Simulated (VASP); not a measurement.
# V (P6_3/mmc) in VASP: settings compared

Aim: see how the results for V move with the level of theory and the settings. Levels: PBE, LDA. Tasks: single point.

All numbers are computed with VASP 6.6.1; they aren't measurements. Logs are shortened: lines on timing, memory, paths and dates and some standing lists are left out, and cuts for length are marked.

### Step 1. The cell of the first run

Symmetry: P6_3/mmc, No. 194, hexagonal system. Conventional cell: a = 2.604 Å, b = 2.604 Å, c = 4.723 Å, α = 90.00°, β = 90.00°, γ = 120.00°. Within 3.4 Å of V (site symmetry -6m2) lie 12 V at 2.60 to 2.80 Å.

### Step 2. Single point, PBE, collinear spin, ferromagnetic start

Contents of INCAR:

```
  ALGO = Normal
  EDIFF = 1E-7
  ENCUT = 520
  GGA = PE
  ISIF = 2
  ISMEAR = -1
  ISPIN = 2
  LASPH = True
  LCHARG = False
  LMAXMIX = 4
  LORBIT = 11
  LREAL = False
  LWAVE = False
  MAGMOM = 2 2
  NBANDS = 24
  NELM = 150
  PREC = Accurate
  SIGMA = 0.05
```

Contents of KPOINTS:

```
k-points
0
Gamma
  12 12 6
```

Contents of POSCAR:

```
V
1.0
    2.6042941027      0.0000000000      0.0000000000
   -1.3021470513      2.2553848518      0.0000000000
    0.0000000000      0.0000000000      4.7233360000
V
2
Direct
    0.3333333333      0.6666666667      0.2500000000
    0.6666666667      0.3333333333      0.7500000000
```

Potentials or basis: VASP PAW PBE potentials, release 64 (V_sv).

Run with:

```
cat potpaw_PBE.64/V_sv/POTCAR > POTCAR
mpirun -np 1 vasp_std > vasp.out
```

OUTCAR:

```text
EDIFF = 1E-7
   ENCUT = 520
   GGA = PE
   ISIF = 2
   ISMEAR = -1
   ISPIN = 2
   LASPH = True
   LORBIT = 11
   LREAL = False
   NELM = 150
   PREC = Accurate

 ion  position               nearest neighbor table
   1  0.333  0.667  0.250-   2 2.80   2 2.80   2 2.80   2 2.80   2 2.80   2 2.80
   2  0.667  0.333  0.750-   1 2.80   1 2.80   1 2.80   1 2.80   1 2.80   1 2.80

  LATTYP: Found a hexagonal cell.
 ALAT       =     2.6042941027
 C/A-ratio  =     1.8136722712

  Lattice vectors:

 A1 = (   2.6042941027,   0.0000000000,   0.0000000000)
 A2 = (  -1.3021470513,   2.2553848518,   0.0000000000)
 A3 = (   0.0000000000,   0.0000000000,   4.7233360000)

Analysis of symmetry for initial positions (statically):
=====================================================================
 Subroutine PRICEL returns:
 Original cell was already a primitive cell.

 Routine SETGRP: Setting up the symmetry group for a
 hexagonal supercell.

 Subroutine GETGRP returns: Found 24 space group operations
 (whereof 12 operations were pure point group operations)
 out of a pool of 24 trial point group operations.

The static configuration has the point symmetry D_3d.
 The point group associated with its full space group is D_6h.

Analysis of symmetry for dynamics (positions and initial velocities):
=====================================================================
 Subroutine PRICEL returns:
 Original cell was already a primitive cell.

 Routine SETGRP: Setting up the symmetry group for a
 hexagonal supercell.

 Subroutine GETGRP returns: Found 24 space group operations
 (whereof 12 operations were pure point group operations)
 out of a pool of 24 trial point group operations.

The dynamic configuration has the point symmetry D_3d.
 The point group associated with its full space group is D_6h.

Analysis of structural, dynamic, and magnetic symmetry:
=====================================================================
 Subroutine PRICEL returns:
 Original cell was already a primitive cell.

 Routine SETGRP: Setting up the symmetry group for a
 hexagonal supercell.

 Subroutine GETGRP returns: Found 24 space group operations
 (whereof 12 operations were pure point group operations)
 out of a pool of 24 trial point group operations.

The overall configuration has the point symmetry D_3d.
 The point group associated with its full space group is D_6h.

 Subroutine INISYM returns: Found 24 space group operations
 (whereof 12 operations are pure point group operations),
 and found     1 'primitive' translations

----------------------------------------------------------------------------------------

                                     Primitive cell

  volume of cell :      27.7434

  direct lattice vectors                    reciprocal lattice vectors
     2.604294103  0.000000000  0.000000000     0.383981210  0.221691655  0.000000000
    -1.302147051  2.255384852  0.000000000     0.000000000  0.443383310  0.000000000
     0.000000000  0.000000000  4.723336000     0.000000000  0.000000000  0.211714771

  length of vectors
     2.604294103  2.604294103  4.723336000     0.443383310  0.443383310  0.211714771

  position of ions in fractional coordinates (direct lattice)
     0.333333333  0.666666667  0.250000000
     0.666666667  0.333333333  0.750000000

  ion indices of the primitive-cell ions
   primitive index   ion index
                 1           1
                 2           2

----------------------------------------------------------------------------------------

 KPOINTS: k-points

Automatic generation of k-mesh.
 Grid dimensions read from file:
 generate k-points for:   12   12    6

 Generating k-lattice:

  Cartesian coordinates                     Fractional coordinates (reciprocal lattice)
     0.031998434  0.018474305  0.000000000     0.083333333 -0.000000000  0.000000000
     0.000000000  0.036948609  0.000000000     0.000000000  0.083333333  0.000000000
     0.000000000  0.000000000  0.035285795     0.000000000  0.000000000  0.166666667

  Length of vectors
     0.036948609  0.036948609  0.035285795

  Shift w.r.t. Gamma in fractional coordinates (k-lattice)
     0.000000000  0.000000000  0.000000000

 Subroutine IBZKPT returns following result:
 ===========================================

 Found     76 irreducible k-points:

 Following reciprocal coordinates:
            Coordinates               Weight
  0.000000  0.000000  0.000000      1.000000
  0.083333 -0.000000  0.000000      6.000000
  0.166667 -0.000000  0.000000      6.000000
  0.250000 -0.000000  0.000000      6.000000
  0.333333 -0.000000  0.000000      6.000000
  0.416667 -0.000000  0.000000      6.000000
[... 16 lines left out ...]
  0.250000 -0.000000  0.166667     12.000000
  0.333333 -0.000000  0.166667     12.000000
 [... further k-points ...]
   k-points           NKPTS =     76   k-points in BZ     NKDIM =     76   number of bands    NBANDS=     24
   number of dos      NEDOS =    301   number of ions     NIONS =      2
   total plane-waves  NPLWV =  14400
   dimension x,y,z NGX =    20 NGY =   20 NGZ =   36
   dimension x,y,z NGXF=    40 NGYF=   40 NGZF=   72
   ions per type =               2
   NGX,Y,Z   is equivalent  to a cutoff of  12.77, 12.77, 12.67 a.u.
   NGXF,Y,Z  is equivalent  to a cutoff of  25.53, 25.53, 25.34 a.u.
 SYSTEM =  unknown system
   PREC   = accura    normal or accurate (medium, high low for compatibility)
   ISTART =      0    job   : 0-new  1-cont  2-samecut
   ICHARG =      2    charge: 1-file 2-atom 10-const
   ISPIN  =      2    spin polarized calculation?
   LNONCOLLINEAR =      F non collinear calculations
   LSORBIT =      F    spin-orbit coupling
   LASPH  =      T    aspherical Exc in radial PAW
   ENCUT  =  520.0 eV  38.22 Ry    6.18 a.u.   4.84  4.84  8.78*2*pi/ulx,y,z
   NELM   =    150;   NELMIN=  2; NELMDL= -5     # of ELM steps
   EDIFF  = 0.1E-06   stopping-criterion for ELM
   LREAL  =      F    real-space projection
   EDIFFG = 0.1E-05   stopping-criterion for IOM
   NSW    =      0    number of steps for IOM
   IBRION =     -1    ionic relax: 0-MD 1-quasi-New 2-CG
   NFREE  =      0    steps in history (QN), initial steepest desc. (CG)
   ISIF   =      2    stress and relaxation
   ISYM   =      2    0-nonsym 1-usesym 2-fastsym
   POTIM  = 0.5000    time-step for ionic-motion
   TEBEG  =    0.0;   TEEND  =   0.0 temperature during run
   PSTRESS=    0.0 pullay stress
   NELECT =      26.0000    total number of electrons
   NUPDOWN=      -1.0000    fix difference up-down
   EMIN   =  10.00;   EMAX   =-10.00  energy-range for DOS
   EFERMI =   0.00;   METHOD = LEGACY
   ISMEAR =    -1;   SIGMA  =   0.05  broadening in eV -4-tet -1-fermi 0-gaus
   EFERMI_NEDOS =   21; number of points for ismear=-14 and -15
   IALGO  =     38    algorithm
   IMIX   =      4    mixing-type and parameters
     AMIX     =   0.40;   BMIX     =  1.00
     AMIX_MAG =   1.60;   BMIX_MAG =  1.00
  volume/ion in A,a.u.               =      13.87        93.61
  Fermi-wavevector in a.u.,A,eV,Ry     =   1.602062  3.027459 34.920768  2.566604
  Thomas-Fermi vector in A             =   2.698942
   LORBIT       =     11    0 simple, 1 ext, 2 COOP (PROOUT), +10 PAW based schemes
   GGA     = PE    functional components
   LHFCALC =     F    Hartree Fock is set to
   AEXX    =    0.0000 exact exchange contribution
   IVDW    =     0    specifies the selected vdW correction
   LEPSILON=     F    determine dielectric tensor
   LRPA    =     F    only Hartree local field effects (RPA)
 spin polarized calculation
  energy-cutoff  :      520.00
  volume of cell :       27.74
 maximum number of plane-waves:       771
 NGX is ok and might be reduce to    20
   NGX =  9   NGY =  9   NGZ = 17

 number of electron      26.0000014 magnetization       0.0019980

 number of electron      26.0000014 magnetization      -0.0002266

 Free energy of the ion-electron system (eV)
  ---------------------------------------------------
  ext. energy  EPLUGINS =         0.00000000
  ---------------------------------------------------
  free energy    TOTEN  =       -17.49697443 eV

  energy without entropy =      -17.47099464  energy(sigma->0) =      -17.48398454

 E-fermi :   9.6974     XC(G=0): -12.7271

 val. band max:        9.6822250875   @ k =   0.1667  -0.0000   0.0000
 cond. band min:       9.7126454100   @ k =   0.3333   0.1667   0.5000
 fundamental gap:      0.0304203224
 Fermi energy:         9.6973626681

 spin component 1

 k-point     1 :       0.0000    0.0000    0.0000
  band No.  band energies     occupation
      1     -54.3260      1.00000
      2     -54.2193      1.00000
      3     -28.4261      1.00000
      4     -27.7941      1.00000
      5     -27.6565      1.00000
      6     -27.6565      1.00000
[... 16 lines left out ...]
     23      27.8630      0.00000
     24      30.0870      0.00000
[... 598 lines left out ...]
      2     -54.1251      1.00000
      3     -28.3271      1.00000
      4     -28.2534      1.00000
      5     -28.1357      1.00000
      6     -27.8438      1.00000
[... 16 lines left out ...]
     23      24.6257      0.00000
     24      26.7712      0.00000

 [... further k-points ...]

 spin component 2

 k-point     1 :       0.0000    0.0000    0.0000
  band No.  band energies     occupation
      1     -54.3261      1.00000
      2     -54.2194      1.00000
      3     -28.4262      1.00000
      4     -27.7942      1.00000
      5     -27.6565      1.00000
      6     -27.6565      1.00000
[... 16 lines left out ...]
     23      27.8629      0.00000
     24      30.0869      0.00000
[... 598 lines left out ...]
      2     -54.1252      1.00000
      3     -28.3272      1.00000
      4     -28.2535      1.00000
      5     -28.1358      1.00000
      6     -27.8439      1.00000
[... 16 lines left out ...]
     23      24.6256      0.00000
     24      26.7712      0.00000

 [... further k-points ...]
[... 5 lines left out ...]
  --------------------------------------------------------------------------------------
  -------------------------------------------------------------------------------------
  Total        0.0097933      0.0097933     -0.1878942      0.0000000      0.0000000     -0.0000000
  in kB        0.5655618      0.5655618    -10.8508685      0.0000000      0.0000000     -0.0000000
  external PRESSURE =      -3.2399150 kB  Pullay stress =       0.0000000 kB

 VOLUME and BASIS-vectors are now :
 -----------------------------------------------------------------------------
  energy-cutoff  :      520.00
  volume of cell :       27.74
      direct lattice vectors                 reciprocal lattice vectors
     2.604294103  0.000000000  0.000000000     0.383981210  0.221691655  0.000000000
    -1.302147051  2.255384852  0.000000000     0.000000000  0.443383310  0.000000000
     0.000000000  0.000000000  4.723336000     0.000000000  0.000000000  0.211714771

 POSITION                                       TOTAL-FORCE (eV/Angst)
 -----------------------------------------------------------------------------------
     -0.00000      1.50359      1.18083         0.000000     -0.000000      0.000000
      1.30215      0.75179      3.54250        -0.000000      0.000000      0.000000
 -----------------------------------------------------------------------------------
    total drift:                                0.000000     -0.000000      0.000000

  FREE ENERGIE OF THE ION-ELECTRON SYSTEM (eV)
  ---------------------------------------------------
  free  energy   TOTEN  =       -17.4969744334 eV

  energy  without entropy=      -17.4709946394  energy(sigma->0) =      -17.48398454

 total charge

# of ion       s       p       d       tot
------------------------------------------
    1        2.343   6.208   3.077  11.628
    2        2.343   6.208   3.077  11.628
--------------------------------------------------
tot          4.686  12.417   6.154  23.256

 magnetization (x)

# of ion       s       p       d       tot
------------------------------------------
    1       -0.000  -0.000  -0.000  -0.000
    2       -0.000  -0.000  -0.000  -0.000
--------------------------------------------------
tot         -0.000  -0.000  -0.000  -0.000
```

Wall time 2.4 min (1 thread of AMD EPYC 7R13, shared host); peak memory 0.16 GiB.

Results:

- Free energy: -17.4970 eV
- Pressure: -0.3 GPa
- Band gap on the k mesh: zero (filled and empty bands overlap)
- Net moment: 0.00 μB per cell
- Valence electrons inside the program's atomic spheres: V 11.63

### Step 3. Single point, LDA, collinear spin, ferromagnetic start

Contents of INCAR:

```
PREC = Accurate
ENCUT = 520
EDIFF = 1E-6
ISMEAR = -1
SIGMA = 0.05
LREAL = F
LASPH = T
NELM = 150
ALGO = Normal
ISIF = 2
LWAVE = F
LCHARG = F
ISPIN = 2
MAGMOM = 2 2
LORBIT = 11
LMAXMIX = 4
NBANDS = 24
```

Contents of KPOINTS:

```
regular mesh
0
Gamma
  12 12 6
```

POSCAR is that of step 2.

Potentials or basis: VASP PAW LDA potentials, release 64 (V_sv).

Run with:

```
cat potpaw_LDA.64/V_sv/POTCAR > POTCAR
mpirun -np 1 vasp_std > vasp.out
```

It took 66 s on 1 thread of Intel Xeon Platinum 8488C (Sapphire Rapids), shared host; peak memory 0.18 GiB.

It converged, with:

```
Free energy                                           : -19.2878 eV
Pressure                                              : -12.6 GPa
Band gap on the k mesh                                : zero (filled and empty bands overlap)
Net moment                                            : 0.00 μB per cell
Valence electrons inside the program's atomic spheres : V 11.65
```

Stress tensor (GPa, compression positive):
```
-13.14   0.00   0.00
  0.00 -13.14   0.00
  0.00   0.00 -11.41
```

Levels at points of the mesh, in eV from the Fermi level:
Spin up:
```csv
k point,band 11,band 12,band 13,band 14,band 15,band 16
"(0.00, 0.00, 0.00)",-0.59,-0.12,0.32,0.32,0.63,0.63
"(0.50, 0.00, 0.00)",-2.71,-0.38,-0.11,0.31,0.58,2.92
"(0.00, 0.00, 0.50)",-1.00,-1.00,0.35,0.35,0.35,0.35
"(0.50, 0.00, 0.50)",-1.80,-1.80,1.61,1.61,1.68,1.68
```
Spin down:
| k point | band 11 | band 12 | band 13 | band 14 | band 15 | band 16 |
| --- | --- | --- | --- | --- | --- | --- |
| (0.00, 0.00, 0.00) | -0.58 | -0.12 | 0.32 | 0.32 | 0.63 | 0.63 |
| (0.50, 0.00, 0.00) | -2.70 | -0.38 | -0.11 | 0.31 | 0.58 | 2.92 |
| (0.00, 0.00, 0.50) | -1.00 | -1.00 | 0.35 | 0.35 | 0.35 | 0.35 |
| (0.50, 0.00, 0.50) | -1.80 | -1.80 | 1.61 | 1.61 | 1.68 | 1.68 |
